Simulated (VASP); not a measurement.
A run of VASP 6.6.1 is set up as follows.

INCAR

```
ALGO     = Normal         # electronic algorithm
EDIFF    = 1E-6           # SCF threshold, eV
ENCUT    = 520            # plane-wave cutoff, eV
GGA      = PE             # functional
ISIF     = 2              # what is computed and relaxed
ISMEAR   = 0              # smearing method
ISPIN    = 2              # spin polarisation
LASPH    = True           # aspherical terms in the spheres
LCHARG   = False          # write CHGCAR
LMAXMIX  = 4              # l up to which the mixer works
LORBIT   = 11             # projections on sites
LREAL    = False          # projectors in reciprocal space
LWAVE    = False          # write WAVECAR
MAGMOM   = 1 0            # initial moments
NBANDS   = 22             # bands
NELM     = 150            # most SCF steps
PREC     = Accurate       # precision mode
SIGMA    = 0.1            # smearing width, eV
```

Contents of KPOINTS:

```
k-points
0
Gamma
  6 6 6
```

POSCAR

```
RuCl
1.0
    1.5498506100      0.8948066700      4.9472372600
   -1.5498506100      0.8948066700      4.9472372600
    0.0000000000     -1.7896133400      4.9472372600
Ru Cl
1 1
Direct
    0.0000000000      0.0000000000      0.0000000000
    0.5000000000      0.5000000000      0.5000000000
```

Potentials or basis: VASP PAW PBE potentials, release 64 (Ru_pv, Cl).

The run is started by

```bash
$ cat potpaw_PBE.64/Ru_pv/POTCAR potpaw_PBE.64/Cl/POTCAR > POTCAR
$ mpirun -np 1 vasp_std > vasp.out
```

(1) Estimate the site moments.

(2) What does it give for the pressure?

(3) Predict the net moment.

Answers

(1) Ru +2.69; Cl +0.21 μB.

(2) -9.4 GPa.

(3) 3.07 μB per cell.

Caveat: the k points lie up to 0.40 Å⁻¹ apart; an empty level that is flat over the whole mesh can mark a ghost state of the potentials, or a narrow d or f band.
